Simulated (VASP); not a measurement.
TiS2, 3 atoms in the cell. Symmetry: P-3m1, No. 164, trigonal system. The conventional cell has a = 3.412 Å, b = 3.412 Å, c = 5.695 Å, α = 90.00°, β = 90.00°, γ = 120.00°. Ti (site symmetry -3m) has 6 S at 2.43 Å within 3.2 Å. S (site symmetry 3m) has 3 Ti at 2.43 Å within 3.2 Å. 

- Program: VASP 6.6.1
- Task: relaxation of volume and atoms at fixed shape
- Functional: PBE
- Potentials or basis: VASP PAW PBE potentials, release 64 (Ti_sv, S)
- Cutoff: 500 eV
- k mesh: 16 × 16 × 8
- Occupations: gaussian, width 0.05 eV
- Spin: no spin polarisation
- Dipole correction: no
- Further INCAR settings: ALGO = Normal; EDIFF = 1e-07; IBRION = 2; EDIFFG = -0.01; NSW = 50; ISIF = 8

Potentials or basis: VASP PAW PBE potentials, release 64 (Ti_sv, S).

Launch:

```sh
$ cat potpaw_PBE.64/Ti_sv/POTCAR potpaw_PBE.64/S/POTCAR > POTCAR
$ mpirun -np 1 vasp_std > vasp.out
```

Hardware: 1 thread of Oxide Virtual Turin-like Processor, on a shared host.

How long does it take, and how much memory?

Wall time 13 min on 1 thread of Oxide Virtual Turin-like Processor (shared host), peak memory 0.29 GiB. Counts: scf iterations 60, k points 213, ion steps 5.
